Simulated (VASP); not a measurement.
Input of a VASP 6.6.1 run:

The input INCAR:

```
SYSTEM = SiNi
  PREC = Accurate
  ENCUT = 520
  EDIFF = 1E-6
  ISMEAR = -1
  SIGMA = 0.05
  LREAL = .False.
  LASPH = .True.
  NELM = 150
  ALGO = Normal
  ISIF = 2
  LWAVE = .False.
  LCHARG = .False.
  ISPIN = 2
  MAGMOM = 1 1 1 1 0 0 0 0
  LORBIT = 11
  LMAXMIX = 4
  GGA = PS
  NBANDS = 42
```

KPOINTS

```
Automatic mesh
0
Gamma
  4 7 4
  0 0 0
```

Contents of POSCAR:

```
SiNi
1.0
    5.3800240000      0.0000000000      0.0000000000
    0.0000000000      3.4716240000      0.0000000000
    0.0000000000      0.0000000000      5.6049000000
Ni Si
4 4
Direct
    0.9922100000      0.7500000000      0.8124800000
    0.5077900000      0.2500000000      0.3124800000
    0.4922100000      0.7500000000      0.6875200000
    0.0077900000      0.2500000000      0.1875200000
    0.6787200000      0.2500000000      0.9175000000
    0.8212800000      0.7500000000      0.4175000000
    0.1787200000      0.2500000000      0.5825000000
    0.3212800000      0.7500000000      0.0825000000
```

Potentials or basis: VASP PAW PBE potentials, release 64 (Ni, Si).

The run is started by

```bash
$ cat potpaw_PBE.64/Ni/POTCAR potpaw_PBE.64/Si/POTCAR > POTCAR
$ mpirun -np 1 vasp_std > vasp.out
```

Q: Estimate the pressure.

A: -15.3 GPa.

Q: Predict the band gap on the k mesh.

A: Zero (filled and empty bands overlap).

Q: Estimate the largest force.

A: 0.176 eV/Å.

Q: Predict the net moment.

A: 0.00 μB per cell.

Forces in eV/Å, atoms in the order of the input:
```
Ni   0.096  0.000 -0.080
Ni  -0.096  0.000 -0.080
Ni   0.096  0.000  0.080
Ni  -0.096  0.000  0.080
Si   0.124  0.000 -0.124
Si  -0.124  0.000 -0.124
Si   0.124  0.000  0.124
Si  -0.124  0.000  0.124
```

Caveat: the stress differs along the axes, from -17 to -12 GPa; the moments typed at the start vanished in this run; the PAW data sets were made with another functional, which shifts forces and pressure a little.
